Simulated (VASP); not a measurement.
# MgGeI3 (R3m) in VASP: settings compared

MgGeI3 is run at these levels: revPBE, r2SCAN; tasks: single point.

Program: VASP 6.6.1. These are calculated values, not measurements. Logs are shortened: lines on timing, memory, paths and dates and some standing lists are left out, and cuts for length are marked.

### Step 1. The cell of the first run

It takes space group R3m (No. 160, trigonal). Conventional cell: a = 7.837 Å, b = 7.837 Å, c = 9.948 Å, α = 90.00°, β = 90.00°, γ = 120.00°. I (site symmetry m) has 2 Ge at 2.58 to 3.05 Å within 3.4 Å. Within 5.1 Å of Mg (site symmetry 3m) lie 12 I at 3.92 to 4.04 Å and 7 Ge at 4.68 to 4.93 Å. Within 3.4 Å of Ge (site symmetry 3m) lie 6 I at 2.58 to 3.05 Å.

### Step 2. Single point, revPBE

INCAR

```
SYSTEM = MgGeI3
PREC = Accurate
ENCUT = 520
EDIFF = 1E-6
ISMEAR = -1
SIGMA = 0.0513
LREAL = .FALSE.
LASPH = .TRUE.
NELM = 100
ALGO = Normal
ISIF = 2
LWAVE = .FALSE.
LCHARG = .TRUE.
GGA = RE
LELF = .TRUE.
LVHAR = .TRUE.
NBANDS = 26
```

KPOINTS

```
Automatic mesh
0
G
  3 3 3
  0 0 0
```

POSCAR

```
MgGeI3
1.0
    3.9184810000      2.2623320000      3.3160490000
   -3.9184810000      2.2623320000      3.3160490000
    0.0000000000     -4.5246730000      3.3160490000
I Mg Ge
3 1 1
Direct
    0.5069300000      0.9987400000      0.5069300000
    0.5069300000      0.5069300000      0.9987400000
    0.9987400000      0.5069300000      0.5069300000
    0.0100000000      0.0100000000      0.0100000000
    0.5394300000      0.5394300000      0.5394300000
```

Potentials or basis: VASP PAW PBE potentials, release 64 (I, Mg, Ge_d).

The run is started by

```sh
> cat potpaw_PBE.64/I/POTCAR potpaw_PBE.64/Mg/POTCAR potpaw_PBE.64/Ge_d/POTCAR > POTCAR
> mpirun -np 1 vasp_std > vasp.out
```

OUTCAR:

```text
SYSTEM = MgGeI3
   PREC = Accurate
   ENCUT = 520
   EDIFF = 1E-6
   ISMEAR = -1
   LREAL = .FALSE.
   LASPH = .TRUE.
   NELM = 100
   ISIF = 2
   GGA = RE

 ion  position               nearest neighbor table
   1  0.507  0.999  0.507-   5 2.58   5 3.05
   2  0.507  0.507  0.999-   5 2.58   5 3.05
   3  0.999  0.507  0.507-   5 2.58   5 3.05
   4  0.010  0.010  0.010-
   5  0.539  0.539  0.539-   1 2.58   3 2.58   2 2.58   1 3.05   3 3.05   2 3.05

  LATTYP: Found a trigonal (rhomboedric) cell.
 ALAT       =     5.6097076926
 COS(alpha) =     0.0241456048

  Lattice vectors:

 A1 = (   3.9184810000,   2.2623320000,   3.3160490000)
 A2 = (  -3.9184810000,   2.2623320000,   3.3160490000)
 A3 = (   0.0000000000,  -4.5246730000,   3.3160490000)

Analysis of symmetry for initial positions (statically):
=====================================================================
 Subroutine PRICEL returns:
 Original cell was already a primitive cell.

 Routine SETGRP: Setting up the symmetry group for a
 trigonal (rhombohedral) supercell.

 Subroutine GETGRP returns: Found  6 space group operations
 (whereof  6 operations were pure point group operations)
 out of a pool of 12 trial point group operations.

The static configuration has the point symmetry C_3v.

Analysis of symmetry for dynamics (positions and initial velocities):
=====================================================================
 Subroutine PRICEL returns:
 Original cell was already a primitive cell.

 Routine SETGRP: Setting up the symmetry group for a
 trigonal (rhombohedral) supercell.

 Subroutine GETGRP returns: Found  6 space group operations
 (whereof  6 operations were pure point group operations)
 out of a pool of 12 trial point group operations.

The dynamic configuration has the point symmetry C_3v.

 Subroutine INISYM returns: Found  6 space group operations
 (whereof  6 operations are pure point group operations),
 and found     1 'primitive' translations

----------------------------------------------------------------------------------------

                                     Primitive cell

  volume of cell :     176.3790

  direct lattice vectors                    reciprocal lattice vectors
     3.918481000  2.262332000  3.316049000     0.127600466  0.073670198  0.100521299
    -3.918481000  2.262332000  3.316049000    -0.127600466  0.073670198  0.100521299
     0.000000000 -4.524673000  3.316049000     0.000000000 -0.147340395  0.100521099

  length of vectors
     5.609707693  5.609707693  5.609710040     0.178363978  0.178363978  0.178363908

  position of ions in fractional coordinates (direct lattice)
     0.506930000  0.998740000  0.506930000
     0.506930000  0.506930000  0.998740000
     0.998740000  0.506930000  0.506930000
     0.010000000  0.010000000  0.010000000
     0.539430000  0.539430000  0.539430000

  ion indices of the primitive-cell ions
   primitive index   ion index
                 1           1
                 2           2
                 3           3
                 4           4
                 5           5

----------------------------------------------------------------------------------------

 KPOINTS: Automatic mesh

Automatic generation of k-mesh.
 Grid dimensions read from file:
 generate k-points for:    3    3    3

 Generating k-lattice:

  Cartesian coordinates                     Fractional coordinates (reciprocal lattice)
     0.042533489  0.024556733  0.033507100     0.333333333  0.000000000  0.000000000
    -0.042533489  0.024556733  0.033507100     0.000000000  0.333333333  0.000000000
     0.000000000 -0.049113465  0.033507033     0.000000000  0.000000000  0.333333333

  Length of vectors
     0.059454659  0.059454659  0.059454636

  Shift w.r.t. Gamma in fractional coordinates (k-lattice)
     0.000000000  0.000000000  0.000000000

 Subroutine IBZKPT returns following result:
 ===========================================

 Found      6 irreducible k-points:

 Following reciprocal coordinates:
            Coordinates               Weight
  0.000000  0.000000  0.000000      1.000000
  0.333333  0.000000  0.000000      6.000000
  0.333333  0.333333  0.000000      6.000000
 -0.333333  0.333333  0.000000      6.000000
  0.333333  0.333333  0.333333      2.000000
 -0.333333  0.333333  0.333333      6.000000
   k-points           NKPTS =      6   k-points in BZ     NKDIM =      6   number of bands    NBANDS=     26
   number of dos      NEDOS =    301   number of ions     NIONS =      5
   total plane-waves  NPLWV =  74088
   dimension x,y,z NGX =    42 NGY =   42 NGZ =   42
   dimension x,y,z NGXF=    84 NGYF=   84 NGZF=   84
   ions per type =               3   1   1
   NGX,Y,Z   is equivalent  to a cutoff of  12.45, 12.45, 12.45 a.u.
   NGXF,Y,Z  is equivalent  to a cutoff of  24.89, 24.89, 24.89 a.u.
 SYSTEM =  MgGeI3
   PREC   = accura    normal or accurate (medium, high low for compatibility)
   ISTART =      0    job   : 0-new  1-cont  2-samecut
   ICHARG =      2    charge: 1-file 2-atom 10-const
   ISPIN  =      1    spin polarized calculation?
   LNONCOLLINEAR =      F non collinear calculations
   LSORBIT =      F    spin-orbit coupling
   LASPH  =      T    aspherical Exc in radial PAW
   ENCUT  =  520.0 eV  38.22 Ry    6.18 a.u.  10.43 10.43 10.43*2*pi/ulx,y,z
   NELM   =    100;   NELMIN=  2; NELMDL= -5     # of ELM steps
   EDIFF  = 0.1E-05   stopping-criterion for ELM
   LREAL  =      F    real-space projection
   EDIFFG = 0.1E-04   stopping-criterion for IOM
   NSW    =      0    number of steps for IOM
   IBRION =     -1    ionic relax: 0-MD 1-quasi-New 2-CG
   NFREE  =      0    steps in history (QN), initial steepest desc. (CG)
   ISIF   =      2    stress and relaxation
   ISYM   =      2    0-nonsym 1-usesym 2-fastsym
   POTIM  = 0.5000    time-step for ionic-motion
   TEBEG  =    0.0;   TEEND  =   0.0 temperature during run
   PSTRESS=    0.0 pullay stress
   NELECT =      37.0000    total number of electrons
   NUPDOWN=      -1.0000    fix difference up-down
   EMIN   =  10.00;   EMAX   =-10.00  energy-range for DOS
   EFERMI =   0.00;   METHOD = LEGACY
   ISMEAR =    -1;   SIGMA  =   0.05  broadening in eV -4-tet -1-fermi 0-gaus
   EFERMI_NEDOS =   21; number of points for ismear=-14 and -15
   IALGO  =     38    algorithm
   IMIX   =      4    mixing-type and parameters
     AMIX     =   0.40;   BMIX     =  1.00
     AMIX_MAG =   1.60;   BMIX_MAG =  1.00
  volume/ion in A,a.u.               =      35.28       238.05
  Fermi-wavevector in a.u.,A,eV,Ry     =   0.972732  1.838197 12.873930  0.946207
  Thomas-Fermi vector in A             =   2.103054
   LORBIT       =      0    0 simple, 1 ext, 2 COOP (PROOUT), +10 PAW based schemes
   GGA     = RE    functional components
   LHFCALC =     F    Hartree Fock is set to
   AEXX    =    0.0000 exact exchange contribution
   IVDW    =     0    specifies the selected vdW correction
   LEPSILON=     F    determine dielectric tensor
   LRPA    =     F    only Hartree local field effects (RPA)
 non-spin polarized calculation
  energy-cutoff  :      520.00
  volume of cell :      176.38
 maximum number of plane-waves:      4803
 NGX is ok and might be reduce to    42
   NGX = 21   NGY = 21   NGZ = 21

 number of electron      37.0000015 magnetization

 Free energy of the ion-electron system (eV)
  ---------------------------------------------------
  ext. energy  EPLUGINS =         0.00000000
  ---------------------------------------------------
  free energy    TOTEN  =        -9.60608717 eV

  energy without entropy =       -9.57427751  energy(sigma->0) =       -9.59018234

 E-fermi :   4.0038     XC(G=0):  -8.2033

 val. band max:        3.9997453089   @ k =   0.3333   0.0000   0.0000
 cond. band min:       4.0927339104   @ k =  -0.3333   0.3333   0.0000
 fundamental gap:      0.0929886015
 Fermi energy:         4.0037704953

 k-point     1 :       0.0000    0.0000    0.0000
  band No.  band energies     occupation
      1     -21.0926      2.00000
      2     -21.0926      2.00000
      3     -21.0616      2.00000
      4     -21.0616      2.00000
      5     -21.0509      2.00000
      6     -10.4552      2.00000
[... 18 lines left out ...]
     25       8.3474      0.00000
     26       8.4897      0.00000

 k-point     2 :       0.3333    0.0000    0.0000
  band No.  band energies     occupation
      1     -21.0926      2.00000
      2     -21.0921      2.00000
      3     -21.0617      2.00000
      4     -21.0616      2.00000
      5     -21.0510      2.00000
      6     -10.2327      2.00000
[... 18 lines left out ...]
     25       9.1256      0.00000
     26       9.4426      0.00000

 k-point     3 :       0.3333    0.3333    0.0000
  band No.  band energies     occupation
      1     -21.0924      2.00000
      2     -21.0919      2.00000
      3     -21.0618      2.00000
      4     -21.0616      2.00000
      5     -21.0510      2.00000
      6     -10.0205      2.00000
[... 18 lines left out ...]
     25       8.9232      0.00000
     26       9.3181      0.00000

 k-point     4 :      -0.3333    0.3333    0.0000
  band No.  band energies     occupation
      1     -21.0924      2.00000
      2     -21.0919      2.00000
      3     -21.0618      2.00000
      4     -21.0616      2.00000
      5     -21.0510      2.00000
      6     -10.0006      2.00000
[... 18 lines left out ...]
     25       8.9635      0.00000
     26       9.2305      0.00000

 k-point     5 :       0.3333    0.3333    0.3333
  band No.  band energies     occupation
      1     -21.0920      2.00000
      2     -21.0919      2.00000
      3     -21.0618      2.00000
      4     -21.0617      2.00000
      5     -21.0511      2.00000
      6      -9.8524      2.00000
[... 18 lines left out ...]
     25       8.0723      0.00000
     26       9.6781      0.00000

 k-point     6 :      -0.3333    0.3333    0.3333
  band No.  band energies     occupation
      1     -21.0919      2.00000
      2     -21.0919      2.00000
      3     -21.0617      2.00000
      4     -21.0617      2.00000
      5     -21.0511      2.00000
      6      -9.8014      2.00000
[... 18 lines left out ...]
     25       7.9912      0.00000
     26       9.6722      0.00000

------------------------ aborting loop because EDIFF is reached ----------------------------------------

  FORCE on cell =-STRESS in cart. coord.  units (eV):
  Direction    XX          YY          ZZ          XY          YZ          ZX
  --------------------------------------------------------------------------------------
  -------------------------------------------------------------------------------------
  Total        5.1034031      5.1033983      4.1007405     -0.0000000     -0.0000037     -0.0000000
  in kB       46.3578843     46.3578408     37.2499778     -0.0000000     -0.0000337     -0.0000000
  external PRESSURE =      43.3219010 kB  Pullay stress =       0.0000000 kB

 VOLUME and BASIS-vectors are now :
 -----------------------------------------------------------------------------
  energy-cutoff  :      520.00
  volume of cell :      176.38
      direct lattice vectors                 reciprocal lattice vectors
     3.918481000  2.262332000  3.316049000     0.127600466  0.073670198  0.100521299
    -3.918481000  2.262332000  3.316049000    -0.127600466  0.073670198  0.100521299
     0.000000000 -4.524673000  3.316049000     0.000000000 -0.147340395  0.100521099

 POSITION                                       TOTAL-FORCE (eV/Angst)
 -----------------------------------------------------------------------------------
     -1.92715      1.11263      6.67388        -0.954199      0.550907      0.539168
      0.00000     -2.22528      6.67388         0.000000     -1.101815      0.539168
      1.92715      1.11263      6.67388         0.954199      0.550907      0.539168
      0.00000     -0.00000      0.09948         0.000000     -0.000000      0.034444
      0.00000     -0.00000      5.36633         0.000000      0.000001     -1.651949
 -----------------------------------------------------------------------------------
    total drift:                                0.000000     -0.000022      0.001406

  FREE ENERGIE OF THE ION-ELECTRON SYSTEM (eV)
  ---------------------------------------------------
  free  energy   TOTEN  =        -9.6060871689 eV

  energy  without entropy=       -9.5742775084  energy(sigma->0) =       -9.59018234
```

Run time: 32 s. Hardware: 1 thread of AMD EPYC 7R13 (Zen 3), shared host; peak memory 0.23 GiB.

Results:

| Quantity | Value |
| --- | --- |
| Free energy | -9.6061 eV |
| Pressure | 4.3 GPa |
| Largest force | 1.652 eV/Å |

Forces in eV/Å, atoms in the order of the input:
```
I   -0.954  0.551  0.539
I    0.000 -1.102  0.539
I    0.954  0.551  0.539
Mg   0.000  0.000  0.034
Ge   0.000  0.000 -1.652
```

Caveat: the k points lie up to 0.37 Å⁻¹ apart; the PAW data sets were made with another functional, which shifts forces and pressure a little; spin-orbit coupling is left out, which moves the levels of the heavy elements; an odd number of electrons without spin polarisation forces a metal; a magnetic or distorted state may lie lower.

### Step 3. Single point, r2SCAN

POSCAR is that of step 2.

INCAR.step1

```
SYSTEM = MgGeI3
ALGO = Normal ; EDIFF = 1E-4
ENCUT = 520 ; GGA = PE
ISMEAR = -1 ; LASPH = .True.
LCHARG = .False. ; LREAL = .False.
LWAVE = .True. ; NBANDS = 26
NELM = 80 ; PREC = Accurate
SIGMA = 0.0513
```

INCAR.step2

```
SYSTEM = MgGeI3
ALGO = Normal ; EDIFF = 1E-6
ENCUT = 520 ; ISIF = 2
ISMEAR = -1 ; ISTART = 1
LASPH = .True. ; LCHARG = .False.
LMIXTAU = .True. ; LREAL = .False.
LWAVE = .False. ; METAGGA = R2SCAN
NBANDS = 26 ; NELM = 80
PREC = Accurate ; SIGMA = 0.0513
```

KPOINTS

```
k-points
0
Gamma
  3 3 3
  0 0 0
```

Potentials or basis: VASP PAW PBE potentials, release 64 (I, Mg, Ge_d).

The run is started by

```sh
> cat potpaw_PBE.64/I/POTCAR potpaw_PBE.64/Mg/POTCAR potpaw_PBE.64/Ge_d/POTCAR > POTCAR
> cp INCAR.step1 INCAR
> mpirun -np 1 vasp_std > vasp.out
> cp INCAR.step2 INCAR
> mpirun -np 1 vasp_std > vasp.out
```

Run time: 94 s. Hardware: 1 thread of AMD EPYC 7R13 (Zen 3), shared host; peak memory 0.26 GiB.

Results (log left out):

| Property | Result |
| --- | --- |
| Free energy | -92.0034 eV |
| Pressure | 3.2 GPa |
| Largest force | 1.451 eV/Å |

Forces in eV/Å, atoms in the order of the input:
```
I   -0.840  0.485  0.469
I    0.000 -0.970  0.469
I    0.840  0.485  0.469
Mg   0.000  0.000  0.045
Ge   0.000  0.000 -1.451
```

Stress tensor (GPa, compression positive):
```
3.46 0.00 0.00
0.00 3.46 0.00
0.00 0.00 2.67
```

Levels at points of the mesh, in eV from the Fermi level:
| k point | band 16 | band 17 | band 18 | band 19 | band 20 | band 21 | band 22 | band 23 |
| --- | --- | --- | --- | --- | --- | --- | --- | --- |
| (0.00, 0.00, 0.00) | -2.56 | -2.56 | -2.55 | -1.20 | 3.40 | 3.86 | 3.86 | 4.15 |

Caveat: the k points lie up to 0.37 Å⁻¹ apart; the PAW data sets were made with another functional, which shifts forces and pressure a little; spin-orbit coupling is left out, which moves the levels of the heavy elements; an odd number of electrons without spin polarisation forces a metal; a magnetic or distorted state may lie lower.
